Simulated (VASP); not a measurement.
A run of VASP 6.6.1:

File INCAR:

```
PREC = Accurate
ENCUT = 520
EDIFF = 1E-6
ISMEAR = 0
SIGMA = 0.019000000000000003
LREAL = F
LASPH = T
NELM = 80
ALGO = Normal
ISIF = 2
LWAVE = F
LCHARG = F
GGA = PE
NBANDS = 16
```

KPOINTS

```
Automatic mesh
0
Gamma
  8 8 8
```

POSCAR

```
CdS
1.0
    0.0000000000      2.9165000000      2.9165000000
    2.9165000000      0.0000000000      2.9165000000
    2.9165000000      2.9165000000      0.0000000000
Cd S
1 1
Direct
    0.0000000000      0.0000000000      0.0000000000
    0.7500000000      0.7500000000      0.7500000000
```

Potentials or basis: VASP PAW PBE potentials, release 64 (Cd, S).

The run is started by

```sh
$ cat potpaw_PBE.64/Cd/POTCAR potpaw_PBE.64/S/POTCAR > POTCAR
$ mpirun -np 1 vasp_std > vasp.out
```

Hardware: 1 thread of Intel(R) Xeon(R) Platinum 8259CL CPU @ 2.50GHz (Skylake/Cascade Lake), with other jobs on the host.

Task: Estimate the wall time of this run.

Result: Run time: 25 s on 1 thread of Intel(R) Xeon(R) Platinum 8259CL CPU @ 2.50GHz (Skylake/Cascade Lake) (shared host), peak memory 0.18 GiB. Counts: scf iterations 14, k points 29.
